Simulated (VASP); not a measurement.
K3I2Br: single point with LDA

K3I2Br:

```
CELL_PARAMETERS angstrom
4.47550 0.00000 0.00000
-2.23775 3.87590 0.00000
0.00000 0.00000 11.56804
ATOMIC_POSITIONS crystal
K 0.00000 0.00000 0.50000
K 0.33333 0.66667 0.15010
K 0.66667 0.33333 0.84990
I 0.33333 0.66667 0.67502
I 0.66667 0.33333 0.32498
Br 0.00000 0.00000 0.00000
```

```
Program                : VASP 6.6.1
Task                   : single point
Functional             : LDA
Potentials or basis    : VASP PAW LDA potentials, release 64 (K_sv, I, Br)
Cutoff                 : 520 eV
k mesh                 : 6 × 6 × 2
Occupations            : gaussian, width 0.05 eV
Spin                   : no spin polarisation
Dipole correction      : no
Further INCAR settings : ALGO = Normal; EDIFF = 1e-06; NBANDS = 33
```

```
Pressure               : 2.4 GPa
Band gap on the k mesh : 3.90 eV
```

Forces in eV/Å, atoms in the order of the input:
```
K    0.000  0.000  0.000
K    0.000  0.000 -0.003
K    0.000  0.000  0.003
I    0.000  0.000 -0.003
I    0.000  0.000  0.003
Br   0.000  0.000  0.000
```

Stress tensor (GPa, compression positive):
```
2.50 0.00 0.00
0.00 2.50 0.00
0.00 0.00 2.13
```

Levels at points of the mesh, in eV from the valence-band top:
| k point | band 20 | band 21 | band 22 | band 23 | band 24 | band 25 | band 26 | band 27 | band 28 | band 29 |
| --- | --- | --- | --- | --- | --- | --- | --- | --- | --- | --- |
| (0.00, 0.00, 0.00) | -0.43 | -0.28 | -0.28 | 0.00 | 0.00 | 3.90 | 5.41 | 5.43 | 5.91 | 6.30 |
| (0.50, 0.00, 0.00) | -1.31 | -0.93 | -0.77 | -0.53 | -0.45 | 4.20 | 5.53 | 5.58 | 6.12 | 6.79 |
| (0.00, 0.00, 0.50) | -0.88 | -0.24 | -0.24 | -0.04 | -0.04 | 4.55 | 4.93 | 5.57 | 5.61 | 6.33 |
| (0.50, 0.00, 0.50) | -1.40 | -0.88 | -0.87 | -0.53 | -0.45 | 4.68 | 4.75 | 5.45 | 6.42 | 6.83 |

Run time: 3.1 min on 1 thread of Intel Xeon 8259CL, on a shared host, peak memory 0.31 GiB.

Caveat: spin-orbit coupling is left out, which moves the levels of the heavy elements. A k mesh can miss the band edges.
